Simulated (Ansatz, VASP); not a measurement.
# RuBr4: VASP beside Ansatz

The input INCAR:

```
SYSTEM = RuBr4
ALGO = Normal ; EDIFF = 1E-6
EDIFFG = -0.08 ; ENCUT = 600
GGA = PE ; IBRION = 2
ISIF = 3 ; ISMEAR = 0
ISPIN = 2 ; LASPH = .TRUE.
LCHARG = .FALSE. ; LMAXMIX = 4
LORBIT = 11 ; LREAL = .FALSE.
LWAVE = .FALSE. ; MAGMOM = 1 0 0 0 0
NELM = 150 ; NSW = 36
PREC = Accurate ; SIGMA = 0.15
```

KPOINTS

```
k-points
0
G
  2 2 3
  0 0 0
```

The input POSCAR:

```
RuBr4
1.0
    6.3349917800      0.0000000000      0.0000000000
   -3.1674958900      5.4862638200      0.0000000000
    0.0000000000      0.0000000000      5.1068211500
Ru Br
1 4
Direct
    0.0000000000      0.0000000000      0.6810175900
    0.5000000000      0.0000000000      0.2492313500
    0.0000000000      0.5000000000      0.2492313500
    0.5000000000      0.5000000000      0.2492313500
    0.0000000000      0.0000000000      0.1785660200
```

Input for Ansatz:

```yaml
crystal:
  lattice:
    - [6.33499178, 0.0, 0.0]
    - [-3.16749589, 5.48626382, 0.0]
    - [0.0, 0.0, 5.10682115]
  atoms:
    - { symbol: Ru, position: [0.0, 0.0, 0.68101759], spin: 1.0 }
    - { symbol: Br, position: [0.5, 0.0, 0.24923135] }
    - { symbol: Br, position: [0.0, 0.5, 0.24923135] }
    - { symbol: Br, position: [0.5, 0.5, 0.24923135] }
    - { symbol: Br, position: [0.0, 0.0, 0.17856602] }
basis:
  ecutwfc: 420
kpoints:
  mp_grid: { grid: [2, 2, 3] }
hamiltonian:
  xc: pbe
scf:
  occupations: { method: gaussian, width: 0.15 }
  lower_state_search: "off"
output:
  forces: true
  stress: true
  eigenvalues: true
  populations: true
magnetization:
  spin_polarized: true
relax:
  adjacent_minimum: "off"
  f_tol: 0.08
  max_steps: 16
  cell: { stress_tol: 0.8 }
```

Alike in both runs: task relaxation of cell and atoms; functional PBE; k mesh 2 × 2 × 3; occupations gaussian, width 0.15 eV; collinear spin.

|  | VASP | Ansatz |
| --- | --- | --- |
| version | VASP 6.6.1 | Ansatz 0.2.0 |
| potentials or method | VASP PAW PBE potentials, release 64 (Ru_pv, Br), cutoff 600 eV | scalar-relativistic, plane waves, PAW |
| valence electrons in the cell | 42 | 44 |

VASP gave:

```
gap on the k mesh at the Fermi level, each at its own relaxed structure (eV) : none
net moment per atom (μB)                                                     : 0.50
size of the moment on the site where the two differ most (μB)                : 1.61
relaxed volume (Å³/atom)                                                     : 29.17
relaxed cell length with the largest relative difference (Å)                 : 4.945
```

Task: Which values does Ansatz return?

Result: gap on the k mesh at the Fermi level, each at its own relaxed structure (eV): none; net moment per atom (μB): 0.50; size of the moment on the site where the two differ most (μB): 1.45; relaxed volume (Å³/atom): 29.10; relaxed cell length with the largest relative difference (Å): 4.935.

Site moments also hang on the region over which each program counts them. A gap of «none» marks a metal or a gap that the smearing closes. VASP's potentials hold 42 valence electrons a cell and Ansatz's 44, so a difference there can come from the potentials and not from the codes.

The k mesh is coarse, so the values compare programs but aren't converged. Noted on VASP's run: the volume moved by over 15 % at a fixed basis, so the end points are rough.
